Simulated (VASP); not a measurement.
Ag, 1 atom in the cell. Symmetry: Fm-3m, No. 225, cubic system. Conventional cell: a = 3.965 Å, b = 3.965 Å, c = 3.965 Å, α = 90.00°, β = 90.00°, γ = 90.00°. Within 3.7 Å of Ag (site symmetry m-3m) lie 12 Ag at 2.80 Å. 

```yaml
Program: VASP 6.6.1
Task: elastic constants
Functional: LDA
Potentials_or_basis: VASP PAW LDA potentials, release 64 (Ag)
Cutoff: 600 eV
k_mesh: 24 × 24 × 24
Occupations: fermi-dirac, width 0.05 eV
Spin: no spin polarisation
Dipole_correction: no
Ions_in_elastic_constants: relaxed
Further_INCAR_settings: ALGO = Normal; EDIFF = 1e-08; NBANDS = 12; IBRION = 6; POTIM = 0.015; NSW = 1; ISIF = 3
```

Potentials or basis: VASP PAW LDA potentials, release 64 (Ag).

Launch:

```sh
$ cat potpaw_LDA.64/Ag/POTCAR > POTCAR
$ mpirun -np 1 vasp_std > vasp.out
```

Hardware: 1 thread of Intel(R) Xeon(R) 6975P-C (Granite Rapids) (shared host).

Problem. How long does it take, and how much memory?

Solution. Run time: 18 min on 1 thread of Intel(R) Xeon(R) 6975P-C (Granite Rapids), with other jobs on the host, peak memory 1.4 GiB. Counts: scf iterations 130, k points 413.
